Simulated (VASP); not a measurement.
# TePb4Se3 (P1) in VASP: single point with PBE

Aim: the single point of TePb4Se3 with PBE.

Program: VASP 6.6.1. These are calculated values, not measurements. Logs are shortened: lines on timing, memory, paths and dates and some standing lists are left out, and cuts for length are marked.

### 1 The cell of the first run

The typed cell holds 8 atoms: a = 6.354 Å, b = 6.403 Å, c = 7.751 Å, α = 114.63°, β = 114.48°, γ = 89.26°.

### 2 Single point, PBE

File INCAR:

```
PREC = Accurate
ENCUT = 520
EDIFF = 1E-6
ISMEAR = 0
SIGMA = 0.2
LREAL = F
LASPH = T
NELM = 60
ALGO = Normal
ISIF = 2
LWAVE = F
LCHARG = T
GGA = PE
LELF = T
LVHAR = T
NBANDS = 50
```

File KPOINTS:

```
regular mesh
0
Gamma
  4 4 4
```

File POSCAR:

```
TePb4Se3
1.0
    6.3543391086      0.0413201253      0.0034265679
    0.0408990702      6.4028516694      0.0055613197
   -3.1942200138     -3.2159842058      6.2878308897
Te Pb Se
1 4 3
Direct
    0.4908278970      0.4829156538     -0.0010745692
    0.5152086553     -0.0037801145      0.0032381368
    0.7702462742      0.7796303291      0.5149623826
   -0.0011473776      0.5216658673      0.0028233248
    0.2550172885      0.2647932086      0.4844736231
    0.2400521135      0.7352745007      0.4981604144
    0.7405470485      0.2350213703      0.4980454315
   -0.0107518995     -0.0155208152     -0.0006287440
```

Potentials or basis: VASP PAW PBE potentials, release 64 (Te, Pb_d, Se).

On the command line:

```sh
> cat potpaw_PBE.64/Te/POTCAR potpaw_PBE.64/Pb_d/POTCAR potpaw_PBE.64/Se/POTCAR > POTCAR
> mpirun -np 1 vasp_std > vasp.out
```

OUTCAR:

```text
PREC = Accurate
   ENCUT = 520
   EDIFF = 1E-6
   ISMEAR = 0
   LREAL = F
   LASPH = T
   NELM = 60
   ISIF = 2
   GGA = PE

 ion  position               nearest neighbor table
   1  0.491  0.483  0.999-   2 3.13   4 3.14   4 3.23   5 3.25   3 3.26   2 3.28
   2  0.515  0.996  0.003-   8 3.02   7 3.12   1 3.13   6 3.18   1 3.28   8 3.33
   3  0.770  0.780  0.515-   7 2.97   6 3.05   8 3.06   1 3.26   6 3.33   7 3.44
   4  0.999  0.522  0.003-   8 2.97   6 3.12   1 3.14   7 3.18   1 3.23   8 3.43
   5  0.255  0.265  0.484-   6 2.97   7 3.05   8 3.07   1 3.25   7 3.32   6 3.44
   6  0.240  0.735  0.498-   5 2.97   3 3.05   4 3.12   2 3.18   3 3.33   5 3.44
   7  0.741  0.235  0.498-   3 2.97   5 3.05   2 3.12   4 3.18   5 3.32   3 3.44
   8  0.989  0.984  0.999-   4 2.97   2 3.02   3 3.06   5 3.07   2 3.33   4 3.43

  LATTYP: Found a triclinic cell.
 ALAT       =    11.9032610964
 B/A-ratio  =     0.5338431481
 C/A-ratio  =     1.0572445079
 COS(alpha) =     0.0010857243
 COS(beta)  =     0.5299870017
 COS(gamma) =     0.8048056050

  Lattice vectors:

 A1 = (  -9.5553572736,  -3.2695077142,  -6.3002453452)
 A2 = (  -6.3543391086,  -0.0413201253,  -0.0034265679)
 A3 = (  -0.0067981512,  -0.0122033831, -12.5846496670)

Analysis of symmetry for initial positions (statically):
=====================================================================
 Subroutine PRICEL returns:
 Original cell was already a primitive cell.

 Routine SETGRP: Setting up the symmetry group for a
 triclinic supercell.

 Subroutine GETGRP returns: Found  1 space group operations
 (whereof  1 operations were pure point group operations)
 out of a pool of  2 trial point group operations.

The static configuration has the point symmetry C_1 .

Analysis of symmetry for dynamics (positions and initial velocities):
=====================================================================
 Subroutine PRICEL returns:
 Original cell was already a primitive cell.

 Routine SETGRP: Setting up the symmetry group for a
 triclinic supercell.

 Subroutine GETGRP returns: Found  1 space group operations
 (whereof  1 operations were pure point group operations)
 out of a pool of  2 trial point group operations.

The dynamic configuration has the point symmetry C_1 .

 Subroutine INISYM returns: Found  1 space group operations
 (whereof  1 operations are pure point group operations),
 and found     1 'primitive' translations

----------------------------------------------------------------------------------------

                                     Primitive cell

  volume of cell :     255.9979

  direct lattice vectors                    reciprocal lattice vectors
     6.354339109  0.041320125  0.003426568     0.157336957 -0.001073956  0.079377935
     0.040899070  6.402851669  0.005561320    -0.001057953  0.156118281  0.079311069
    -3.194220014 -3.215984206  6.287830890    -0.000084805 -0.000137495  0.158923952

  length of vectors
     6.354474376  6.402984707  7.751284616     0.176229760  0.175112200  0.158924034

  position of ions in fractional coordinates (direct lattice)
     0.490827897  0.482915654  0.998925431
     0.515208655  0.996219885  0.003238137
     0.770246274  0.779630329  0.514962383
     0.998852622  0.521665867  0.002823325
     0.255017288  0.264793209  0.484473623
     0.240052113  0.735274501  0.498160414
     0.740547048  0.235021370  0.498045432
     0.989248100  0.984479185  0.999371256

  ion indices of the primitive-cell ions
   primitive index   ion index
                 1           1
                 2           2
                 3           3
                 4           4
                 5           5
                 6           6
                 7           7
                 8           8

----------------------------------------------------------------------------------------

 KPOINTS: regular mesh

Automatic generation of k-mesh.
 Grid dimensions read from file:
 generate k-points for:    4    4    4

 Generating k-lattice:

  Cartesian coordinates                     Fractional coordinates (reciprocal lattice)
     0.039334239 -0.000268489  0.019844484     0.250000000 -0.000000000 -0.000000000
    -0.000264488  0.039029570  0.019827767     0.000000000  0.250000000 -0.000000000
    -0.000021201 -0.000034374  0.039730988    -0.000000000 -0.000000000  0.250000000

  Length of vectors
     0.044057440  0.043778050  0.039731008

  Shift w.r.t. Gamma in fractional coordinates (k-lattice)
     0.000000000  0.000000000  0.000000000

 Subroutine IBZKPT returns following result:
 ===========================================

 Found     36 irreducible k-points:

 Following reciprocal coordinates:
            Coordinates               Weight
  0.000000  0.000000  0.000000      1.000000
  0.250000 -0.000000  0.000000      2.000000
  0.500000 -0.000000  0.000000      1.000000
  0.000000  0.250000  0.000000      2.000000
  0.250000  0.250000  0.000000      2.000000
  0.500000  0.250000  0.000000      2.000000
[... 16 lines left out ...]
 -0.000000 -0.250000  0.250000      2.000000
  0.250000 -0.250000  0.250000      2.000000
 [... further k-points ...]
   k-points           NKPTS =     36   k-points in BZ     NKDIM =     36   number of bands    NBANDS=     50
   number of dos      NEDOS =    301   number of ions     NIONS =      8
   total plane-waves  NPLWV = 138240
   dimension x,y,z NGX =    48 NGY =   48 NGZ =   60
   dimension x,y,z NGXF=    96 NGYF=   96 NGZF=  120
   ions per type =               1   4   3
   NGX,Y,Z   is equivalent  to a cutoff of  12.56, 12.46, 12.87 a.u.
   NGXF,Y,Z  is equivalent  to a cutoff of  25.12, 24.93, 25.74 a.u.
 SYSTEM =  unknown system
   PREC   = accura    normal or accurate (medium, high low for compatibility)
   ISTART =      0    job   : 0-new  1-cont  2-samecut
   ICHARG =      2    charge: 1-file 2-atom 10-const
   ISPIN  =      1    spin polarized calculation?
   LNONCOLLINEAR =      F non collinear calculations
   LSORBIT =      F    spin-orbit coupling
   LASPH  =      T    aspherical Exc in radial PAW
   ENCUT  =  520.0 eV  38.22 Ry    6.18 a.u.  11.82 11.91 14.41*2*pi/ulx,y,z
   NELM   =     60;   NELMIN=  2; NELMDL= -5     # of ELM steps
   EDIFF  = 0.1E-05   stopping-criterion for ELM
   LREAL  =      F    real-space projection
   EDIFFG = 0.1E-04   stopping-criterion for IOM
   NSW    =      0    number of steps for IOM
   IBRION =     -1    ionic relax: 0-MD 1-quasi-New 2-CG
   NFREE  =      0    steps in history (QN), initial steepest desc. (CG)
   ISIF   =      2    stress and relaxation
   ISYM   =      2    0-nonsym 1-usesym 2-fastsym
   POTIM  = 0.5000    time-step for ionic-motion
   TEBEG  =    0.0;   TEEND  =   0.0 temperature during run
   PSTRESS=    0.0 pullay stress
   NELECT =      80.0000    total number of electrons
   NUPDOWN=      -1.0000    fix difference up-down
   EMIN   =  10.00;   EMAX   =-10.00  energy-range for DOS
   EFERMI =   0.00;   METHOD = LEGACY
   ISMEAR =     0;   SIGMA  =   0.20  broadening in eV -4-tet -1-fermi 0-gaus
   EFERMI_NEDOS =   21; number of points for ismear=-14 and -15
   IALGO  =     38    algorithm
   IMIX   =      4    mixing-type and parameters
     AMIX     =   0.40;   BMIX     =  1.00
     AMIX_MAG =   1.60;   BMIX_MAG =  1.00
  volume/ion in A,a.u.               =      32.00       215.94
  Fermi-wavevector in a.u.,A,eV,Ry     =   1.110945  2.099382 16.792304  1.234199
  Thomas-Fermi vector in A             =   2.247503
   LORBIT       =      0    0 simple, 1 ext, 2 COOP (PROOUT), +10 PAW based schemes
   GGA     = PE    functional components
   LHFCALC =     F    Hartree Fock is set to
   AEXX    =    0.0000 exact exchange contribution
   IVDW    =     0    specifies the selected vdW correction
   LEPSILON=     F    determine dielectric tensor
   LRPA    =     F    only Hartree local field effects (RPA)
 non-spin polarized calculation
 Gauss-broadening in eV      SIGMA  =   0.20
  energy-cutoff  :      520.00
  volume of cell :      256.00
 maximum number of plane-waves:      6915
   NGX = 23   NGY = 23   NGZ = 29

 number of electron      80.0000000 magnetization

 Free energy of the ion-electron system (eV)
  ---------------------------------------------------
  ext. energy  EPLUGINS =         0.00000000
  ---------------------------------------------------
  free energy    TOTEN  =       -31.93948533 eV

  energy without entropy =      -31.93867765  energy(sigma->0) =      -31.93908149

 E-fermi :   4.6745     XC(G=0):  -9.1502

 val. band max:        4.4008073573   @ k =   0.5000   0.5000   0.5000
 cond. band min:       4.9340579711   @ k =   0.5000   0.5000   0.5000
 fundamental gap:      0.5332506138
 Fermi energy:         4.6745140811

 k-point     1 :       0.0000    0.0000    0.0000
  band No.  band energies     occupation
      1     -12.3429      2.00000
      2     -12.3354      2.00000
      3     -12.3030      2.00000
      4     -12.2863      2.00000
      5     -12.2756      2.00000
      6     -12.2749      2.00000
[... 42 lines left out ...]
     49       9.2847      0.00000
     50       9.3441      0.00000

 k-point     2 :       0.2500   -0.0000    0.0000
  band No.  band energies     occupation
      1     -12.3311      2.00000
      2     -12.3263      2.00000
      3     -12.2990      2.00000
      4     -12.2823      2.00000
      5     -12.2799      2.00000
      6     -12.2743      2.00000
[... 42 lines left out ...]
     49       8.8955      0.00000
     50       8.9736      0.00000

 k-point     3 :       0.5000   -0.0000    0.0000
  band No.  band energies     occupation
      1     -12.3190      2.00000
      2     -12.3099      2.00000
      3     -12.2961      2.00000
      4     -12.2891      2.00000
      5     -12.2770      2.00000
      6     -12.2754      2.00000
[... 1102 lines left out ...]
     49       8.7920      0.00000
     50       8.8820      0.00000

 k-point    24 :       0.2500   -0.2500    0.2500
  band No.  band energies     occupation
      1     -12.3258      2.00000
      2     -12.3119      2.00000
      3     -12.2990      2.00000
      4     -12.2844      2.00000
      5     -12.2795      2.00000
      6     -12.2754      2.00000
[... 42 lines left out ...]
     49       8.0684      0.00000
     50       8.7603      0.00000

 [... further k-points ...]
[... 5 lines left out ...]
  --------------------------------------------------------------------------------------
  -------------------------------------------------------------------------------------
  Total       -0.1356626     -0.1636925     -0.2513513      0.0178154      0.0018155      0.0064430
  in kB       -0.8490520     -1.0244786     -1.5730964      0.1114987      0.0113624      0.0403237
  external PRESSURE =      -1.1488757 kB  Pullay stress =       0.0000000 kB

 VOLUME and BASIS-vectors are now :
 -----------------------------------------------------------------------------
  energy-cutoff  :      520.00
  volume of cell :      256.00
      direct lattice vectors                 reciprocal lattice vectors
     6.354339109  0.041320125  0.003426568     0.157336957 -0.001073956  0.079377935
     0.040899070  6.402851669  0.005561320    -0.001057953  0.156118281  0.079311069
    -3.194220014 -3.215984206  6.287830890    -0.000084805 -0.000137495  0.158923952

 POSITION                                       TOTAL-FORCE (eV/Angst)
 -----------------------------------------------------------------------------------
     -0.05215     -0.10021      6.28544         0.006106      0.009671     -0.002361
      3.30421      6.38952      0.02767        -0.007103     -0.010865     -0.002734
      3.28139      3.36757      3.24497        -0.002149     -0.009213      0.002965
      6.35937      3.37234      0.02408        -0.014253     -0.015361      0.002599
      0.08378      0.14791      3.04863        -0.002490     -0.011304     -0.000718
     -0.03579      3.11570      3.13726         0.006566      0.013492      0.002838
      3.12443     -0.06630      3.13547         0.005945      0.009877     -0.002050
      3.13407      3.13039      6.29274         0.007379      0.013703     -0.000538
 -----------------------------------------------------------------------------------
    total drift:                               -0.000340     -0.000696     -0.000132

  FREE ENERGIE OF THE ION-ELECTRON SYSTEM (eV)
  ---------------------------------------------------
  free  energy   TOTEN  =       -31.9394853291 eV

  energy  without entropy=      -31.9386776473  energy(sigma->0) =      -31.93908149
```

Wall time 12 min (1 thread of Intel Xeon 8259CL, shared host); peak memory 0.6 GiB.

What came out:

- Free energy: -31.9395 eV
- Pressure: -0.1 GPa
- Largest force: 0.021 eV/Å
- Band gap on the k mesh: 0.53 eV

Forces on the atoms (eV/Å):
```
Te   0.006  0.010 -0.002
Pb  -0.007 -0.011 -0.003
Pb  -0.002 -0.009  0.003
Pb  -0.014 -0.015  0.003
Pb  -0.002 -0.011 -0.001
Se   0.007  0.013  0.003
Se   0.006  0.010 -0.002
Se   0.007  0.014 -0.001
```

Caveat: spin-orbit coupling is left out, which moves the levels of the heavy elements.
